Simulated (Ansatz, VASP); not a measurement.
One calculation of MgS, two programs

```
Mg S
1.0
     0.00000    2.30896    2.60165
     2.89434    0.00000    2.60165
     2.89434    2.30896    0.00000
Mg S
1 1
Direct
  0.00000 0.00000 0.00000
  0.50000 0.50000 0.50000
```

Change from the starting cell: strain +0.1125 x Voigt [1, -1, 0, 0, 0, 0], atoms carried along.

Alike in both runs: task single point; functional LDA; k mesh 8 × 8 × 8; occupations gaussian, width 0.05 eV; no spin polarisation.

|  | VASP | Ansatz |
| --- | --- | --- |
| version | VASP 6.6.1 | Ansatz 0.2.0 |
| potentials or method | VASP PAW LDA potentials, release 64 (Mg, S), cutoff 520 eV | scalar-relativistic, plane waves, PAW |
| valence electrons in the cell | 8 | 16 |

```csv
,VASP,Ansatz,Ansatz less VASP
gap on the k mesh at the Fermi level (eV),2.25,2.25,-0.004
least direct gap on the mesh (eV),3.34,3.32,-0.014
pressure (GPa),3.6,4.0,+0.46
"traceless stress, the component that is largest in VASP (GPa)",16.45,16.33,-0.113
```

LDA's correlation is that of Perdew and Zunger in VASP and of Perdew and Wang (1992) in Ansatz. VASP's potentials hold 8 valence electrons a cell and Ansatz's 16, so a difference there can come from the potentials and not from the codes.
